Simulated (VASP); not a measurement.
# Sn (Fd-3m) in VASP: a series of runs

Sn is run at these levels: LDA; tasks: single point.

Everything below comes from runs of VASP 6.6.1. Logs are shortened: lines on timing, memory, paths and dates and some standing lists are left out, and cuts for length are marked.

## (1) The cell of the first run

Symmetry: Fd-3m, No. 227, cubic system. The conventional cell has a = 6.635 Å, b = 6.635 Å, c = 6.635 Å, α = 90.00°, β = 90.00°, γ = 90.00°. Within 3.8 Å of Sn (site symmetry -43m) lie 4 Sn at 2.87 Å.

## (2) Single point, LDA

The input, INCAR:

```
SYSTEM = Sn
PREC     = Accurate       ! precision mode
ENCUT    = 520            ! plane-wave cutoff, eV
EDIFF    = 1E-7           ! SCF threshold, eV
ISMEAR   = 0              ! smearing method
SIGMA    = 0.1            ! smearing width, eV
LREAL    = .FALSE.        ! projectors in reciprocal space
LASPH    = .TRUE.         ! aspherical terms in the spheres
NELM     = 100            ! most SCF steps
ALGO     = Normal         ! electronic algorithm
ISIF     = 2              ! what is computed and relaxed
LWAVE    = .FALSE.        ! write WAVECAR
LCHARG   = .FALSE.        ! write CHGCAR
GGA      = CA             ! functional
NBANDS   = 21             ! bands
```

The input, KPOINTS:

```
regular mesh
0
G
  6 6 6
  0 0 0
```

The input, POSCAR:

```
Sn
1.0
    0.0000000000      3.3173630492      3.3173630492
    3.3173630492      0.0000000000      3.3173630492
    3.3173630492      3.3173630492      0.0000000000
Sn
2
Direct
    0.0000000000      0.0000000000      0.0000000000
    0.2500000000      0.2500000000      0.2500000000
```

Potentials or basis: VASP PAW LDA potentials, release 64 (Sn_d).

On the command line:

```bash
$ cat potpaw_LDA.64/Sn_d/POTCAR > POTCAR
$ mpirun -np 1 vasp_std > vasp.out
```

OUTCAR:

```text
SYSTEM = Sn
   PREC = Accurate
   ENCUT = 520
   EDIFF = 1E-7
   ISMEAR = 0
   LREAL = .FALSE.
   LASPH = .TRUE.
   NELM = 100
   ISIF = 2
   GGA = CA

 ion  position               nearest neighbor table
   1  0.000  0.000  0.000-   2 2.87   2 2.87   2 2.87   2 2.87
   2  0.250  0.250  0.250-   1 2.87   1 2.87   1 2.87   1 2.87

  LATTYP: Found a face centered cubic cell.
 ALAT       =     6.6347260984

  Lattice vectors:

 A1 = (   0.0000000000,   3.3173630492,   3.3173630492)
 A2 = (   3.3173630492,   0.0000000000,   3.3173630492)
 A3 = (   3.3173630492,   3.3173630492,   0.0000000000)

Analysis of symmetry for initial positions (statically):
=====================================================================
 Subroutine PRICEL returns:
 Original cell was already a primitive cell.

 Routine SETGRP: Setting up the symmetry group for a
 face centered cubic supercell.

 Subroutine GETGRP returns: Found 48 space group operations
 (whereof 24 operations were pure point group operations)
 out of a pool of 48 trial point group operations.

The static configuration has the point symmetry T_d .
 The point group associated with its full space group is O_h .

Analysis of symmetry for dynamics (positions and initial velocities):
=====================================================================
 Subroutine PRICEL returns:
 Original cell was already a primitive cell.

 Routine SETGRP: Setting up the symmetry group for a
 face centered cubic supercell.

 Subroutine GETGRP returns: Found 48 space group operations
 (whereof 24 operations were pure point group operations)
 out of a pool of 48 trial point group operations.

The dynamic configuration has the point symmetry T_d .
 The point group associated with its full space group is O_h .

 Subroutine INISYM returns: Found 48 space group operations
 (whereof 24 operations are pure point group operations),
 and found     1 'primitive' translations

----------------------------------------------------------------------------------------

                                     Primitive cell

  volume of cell :      73.0145

  direct lattice vectors                    reciprocal lattice vectors
     0.000000000  3.317363049  3.317363049    -0.150722123  0.150722123  0.150722123
     3.317363049  0.000000000  3.317363049     0.150722123 -0.150722123  0.150722123
     3.317363049  3.317363049  0.000000000     0.150722123  0.150722123 -0.150722123

  length of vectors
     4.691459815  4.691459815  4.691459815     0.261058374  0.261058374  0.261058374

  position of ions in fractional coordinates (direct lattice)
     0.000000000  0.000000000  0.000000000
     0.250000000  0.250000000  0.250000000

  ion indices of the primitive-cell ions
   primitive index   ion index
                 1           1
                 2           2

----------------------------------------------------------------------------------------

 KPOINTS: regular mesh

Automatic generation of k-mesh.
 Grid dimensions read from file:
 generate k-points for:    6    6    6

 Generating k-lattice:

  Cartesian coordinates                     Fractional coordinates (reciprocal lattice)
    -0.025120354  0.025120354  0.025120354     0.166666667  0.000000000  0.000000000
     0.025120354 -0.025120354  0.025120354     0.000000000  0.166666667  0.000000000
     0.025120354  0.025120354 -0.025120354     0.000000000  0.000000000  0.166666667

  Length of vectors
     0.043509729  0.043509729  0.043509729

  Shift w.r.t. Gamma in fractional coordinates (k-lattice)
     0.000000000  0.000000000  0.000000000

 Subroutine IBZKPT returns following result:
 ===========================================

 Found     16 irreducible k-points:

 Following reciprocal coordinates:
            Coordinates               Weight
  0.000000  0.000000  0.000000      1.000000
  0.166667  0.000000  0.000000      8.000000
  0.333333  0.000000  0.000000      8.000000
  0.500000  0.000000  0.000000      4.000000
  0.166667  0.166667  0.000000      6.000000
  0.333333  0.166667  0.000000     24.000000
[... 8 lines left out ...]
 -0.333333  0.333333  0.166667     24.000000
 -0.333333  0.500000  0.166667     12.000000
   k-points           NKPTS =     16   k-points in BZ     NKDIM =     16   number of bands    NBANDS=     21
   number of dos      NEDOS =    301   number of ions     NIONS =      2
   total plane-waves  NPLWV =  46656
   dimension x,y,z NGX =    36 NGY =   36 NGZ =   36
   dimension x,y,z NGXF=    72 NGYF=   72 NGZF=   72
   ions per type =               2
   NGX,Y,Z   is equivalent  to a cutoff of  12.76, 12.76, 12.76 a.u.
   NGXF,Y,Z  is equivalent  to a cutoff of  25.51, 25.51, 25.51 a.u.
 SYSTEM =  Sn
   PREC   = accura    normal or accurate (medium, high low for compatibility)
   ISTART =      0    job   : 0-new  1-cont  2-samecut
   ICHARG =      2    charge: 1-file 2-atom 10-const
   ISPIN  =      1    spin polarized calculation?
   LNONCOLLINEAR =      F non collinear calculations
   LSORBIT =      F    spin-orbit coupling
   LASPH  =      T    aspherical Exc in radial PAW
   ENCUT  =  520.0 eV  38.22 Ry    6.18 a.u.   8.72  8.72  8.72*2*pi/ulx,y,z
   NELM   =    100;   NELMIN=  2; NELMDL= -5     # of ELM steps
   EDIFF  = 0.1E-06   stopping-criterion for ELM
   LREAL  =      F    real-space projection
   EDIFFG = 0.1E-05   stopping-criterion for IOM
   NSW    =      0    number of steps for IOM
   IBRION =     -1    ionic relax: 0-MD 1-quasi-New 2-CG
   NFREE  =      0    steps in history (QN), initial steepest desc. (CG)
   ISIF   =      2    stress and relaxation
   ISYM   =      2    0-nonsym 1-usesym 2-fastsym
   POTIM  = 0.5000    time-step for ionic-motion
   TEBEG  =    0.0;   TEEND  =   0.0 temperature during run
   PSTRESS=    0.0 pullay stress
   NELECT =      28.0000    total number of electrons
   NUPDOWN=      -1.0000    fix difference up-down
   EMIN   =  10.00;   EMAX   =-10.00  energy-range for DOS
   EFERMI =   0.00;   METHOD = LEGACY
   ISMEAR =     0;   SIGMA  =   0.10  broadening in eV -4-tet -1-fermi 0-gaus
   EFERMI_NEDOS =   21; number of points for ismear=-14 and -15
   IALGO  =     38    algorithm
   IMIX   =      4    mixing-type and parameters
     AMIX     =   0.40;   BMIX     =  1.00
     AMIX_MAG =   1.60;   BMIX_MAG =  1.00
  volume/ion in A,a.u.               =      36.51       246.36
  Fermi-wavevector in a.u.,A,eV,Ry     =   1.189391  2.247622 19.247482  1.414650
  Thomas-Fermi vector in A             =   2.325499
   LORBIT       =      0    0 simple, 1 ext, 2 COOP (PROOUT), +10 PAW based schemes
   GGA     = CA    functional components
   LHFCALC =     F    Hartree Fock is set to
   AEXX    =    0.0000 exact exchange contribution
   IVDW    =     0    specifies the selected vdW correction
   LEPSILON=     F    determine dielectric tensor
   LRPA    =     F    only Hartree local field effects (RPA)
 non-spin polarized calculation
 Gauss-broadening in eV      SIGMA  =   0.10
  energy-cutoff  :      520.00
  volume of cell :       73.01
 maximum number of plane-waves:      1989
   NGX = 17   NGY = 17   NGZ = 17

 number of electron      28.0000001 magnetization

 Free energy of the ion-electron system (eV)
  ---------------------------------------------------
  ext. energy  EPLUGINS =         0.00000000
  ---------------------------------------------------
  free energy    TOTEN  =        -8.86169313 eV

  energy without entropy =       -8.85940269  energy(sigma->0) =       -8.86054791

 E-fermi :   4.4970     XC(G=0):  -8.9082

 val. band max:        4.4699770332   @ k =   0.5000   0.0000   0.0000
 cond. band min:       4.6399385211   @ k =   0.3333   0.0000   0.0000
 fundamental gap:      0.1699614879
 Fermi energy:         4.4970255653

 k-point     1 :       0.0000    0.0000    0.0000
  band No.  band energies     occupation
      1     -16.7984      2.00000
      2     -16.7984      2.00000
      3     -16.7984      2.00000
      4     -16.7458      2.00000
      5     -16.7458      2.00000
      6     -16.4845      2.00000
[... 13 lines left out ...]
     20      12.5673      0.00000
     21      12.5673      0.00000

 k-point     2 :       0.1667    0.0000    0.0000
  band No.  band energies     occupation
      1     -16.8117      2.00000
      2     -16.8117      2.00000
      3     -16.7927      2.00000
      4     -16.7263      2.00000
      5     -16.7263      2.00000
      6     -16.5122      2.00000
[... 13 lines left out ...]
     20      11.5571      0.00000
     21      11.5571      0.00000

 k-point     3 :       0.3333    0.0000    0.0000
  band No.  band energies     occupation
      1     -16.8252      2.00000
      2     -16.8252      2.00000
      3     -16.7808      2.00000
      4     -16.7025      2.00000
      5     -16.7025      2.00000
      6     -16.5326      2.00000
[... 13 lines left out ...]
     20      11.9185      0.00000
     21      11.9185      0.00000

 k-point     4 :       0.5000    0.0000    0.0000
  band No.  band energies     occupation
      1     -16.8291      2.00000
      2     -16.8291      2.00000
      3     -16.7745      2.00000
      4     -16.6948      2.00000
      5     -16.6948      2.00000
      6     -16.5384      2.00000
[... 13 lines left out ...]
     20      12.8632      0.00000
     21      13.2549      0.00000

 k-point     5 :       0.1667    0.1667    0.0000
  band No.  band energies     occupation
      1     -16.8107      2.00000
      2     -16.8107      2.00000
      3     -16.8044      2.00000
      4     -16.7277      2.00000
      5     -16.7040      2.00000
      6     -16.5501      2.00000
[... 13 lines left out ...]
     20      11.0086      0.00000
     21      12.8686      0.00000
[... 190 lines left out ...]
     20      13.4031      0.00000
     21      14.8322      0.00000

 k-point    14 :       0.5000    0.3333    0.1667
  band No.  band energies     occupation
      1     -16.8469      2.00000
      2     -16.8419      2.00000
      3     -16.7464      2.00000
      4     -16.6785      2.00000
      5     -16.6399      2.00000
      6     -16.6151      2.00000
[... 13 lines left out ...]
     20      12.4277      0.00000
     21      14.0888      0.00000

 k-point    15 :      -0.3333    0.3333    0.1667
  band No.  band energies     occupation
      1     -16.8584      2.00000
      2     -16.8461      2.00000
      3     -16.7185      2.00000
      4     -16.6562      2.00000
      5     -16.6318      2.00000
      6     -16.6198      2.00000
[... 13 lines left out ...]
     20      13.7236      0.00000
     21      13.9974      0.00000

 k-point    16 :      -0.3333    0.5000    0.1667
  band No.  band energies     occupation
      1     -16.8533      2.00000
      2     -16.8533      2.00000
      3     -16.6916      2.00000
      4     -16.6916      2.00000
      5     -16.6152      2.00000
      6     -16.6152      2.00000
[... 13 lines left out ...]
     20      13.2796      0.00000
     21      14.6025      0.00000

------------------------ aborting loop because EDIFF is reached ----------------------------------------

  FORCE on cell =-STRESS in cart. coord.  units (eV):
  Direction    XX          YY          ZZ          XY          YZ          ZX
  --------------------------------------------------------------------------------------
  -------------------------------------------------------------------------------------
  Total       -1.2482064     -1.2482064     -1.2482064      0.0000000      0.0000000      0.0000000
  in kB      -27.3897437    -27.3897437    -27.3897437      0.0000000      0.0000000      0.0000000
  external PRESSURE =     -27.3897437 kB  Pullay stress =       0.0000000 kB

 VOLUME and BASIS-vectors are now :
 -----------------------------------------------------------------------------
  energy-cutoff  :      520.00
  volume of cell :       73.01
      direct lattice vectors                 reciprocal lattice vectors
     0.000000000  3.317363049  3.317363049    -0.150722123  0.150722123  0.150722123
     3.317363049  0.000000000  3.317363049     0.150722123 -0.150722123  0.150722123
     3.317363049  3.317363049  0.000000000     0.150722123  0.150722123 -0.150722123

 POSITION                                       TOTAL-FORCE (eV/Angst)
 -----------------------------------------------------------------------------------
      0.00000      0.00000      0.00000         0.000000      0.000000      0.000000
      1.65868      1.65868      1.65868        -0.000000     -0.000000     -0.000000
 -----------------------------------------------------------------------------------
    total drift:                                0.000000      0.000000      0.000000

  FREE ENERGIE OF THE ION-ELECTRON SYSTEM (eV)
  ---------------------------------------------------
  free  energy   TOTEN  =        -8.8616931274 eV

  energy  without entropy=       -8.8594026876  energy(sigma->0) =       -8.86054791
```

It took 37 s on 1 thread of Intel Xeon 8259CL, shared host; peak memory 0.17 GiB.

What came out:

```yaml
Free_energy: -8.8617 eV
Pressure: -2.7 GPa
Band_gap_on_the_k_mesh: zero (band 14 reaches 4.78 eV, above the bottom of band 15 at 4.47 eV)
```

Caveat: spin-orbit coupling is left out, which moves the levels of the heavy elements.

## (3) Single point, LDA

This run uses another cell than the first one, of 37.86 Å³/atom, 1.037 times its volume.

The input, INCAR:

```
SYSTEM = Sn
PREC = Accurate
ENCUT = 520
EDIFF = 1E-7
ISMEAR = 0
SIGMA = 0.1
LREAL = .FALSE.
LASPH = .TRUE.
NELM = 60
ALGO = Normal
ISIF = 2
LWAVE = .FALSE.
LCHARG = .FALSE.
NBANDS = 21
```

The input, KPOINTS:

```
Automatic mesh
0
G
  6 6 6
  0 0 0
```

The input, POSCAR:

```
Sn
1.0
    0.0000000000      3.3578226837      3.3578226837
    3.3578226837      0.0000000000      3.3578226837
    3.3578226837      3.3578226837      0.0000000000
Sn
2
Direct
    0.0000000000      0.0000000000      0.0000000000
    0.2500000000      0.2500000000      0.2500000000
```

Potentials or basis: VASP PAW LDA potentials, release 64 (Sn_d).

On the command line:

```bash
$ cat potpaw_LDA.64/Sn_d/POTCAR > POTCAR
$ mpirun -np 1 vasp_std > vasp.out
```

Wall time 40 s (1 thread of Intel Xeon 8259CL, shared host); peak memory 0.17 GiB.

It converged, with:

| Property | Result |
| --- | --- |
| Free energy | -8.8076 eV |
| Pressure | -3.7 GPa |
| Band gap on the k mesh | zero (band 14 reaches 4.43 eV, above the bottom of band 15 at 4.06 eV) |

Levels at points of the mesh, in eV from the Fermi level:
```
           k point  band 10  band 11  band 12  band 13  band 14  band 15  band 16  band 17  band 18  band 19
(0.00, 0.00, 0.00)   -20.94    -9.79    -1.27     0.30     0.30     0.30     2.33     2.33     2.33     4.97
(0.50, 0.00, 0.00)   -20.90    -8.37    -5.79    -0.76    -0.76    -0.07     3.37     3.37     5.77     8.06
(0.50, 0.50, 0.00)   -20.89    -7.03    -7.03    -1.94    -1.94     1.06     1.06     7.22     7.22     8.67
```

Caveat: spin-orbit coupling is left out, which moves the levels of the heavy elements.
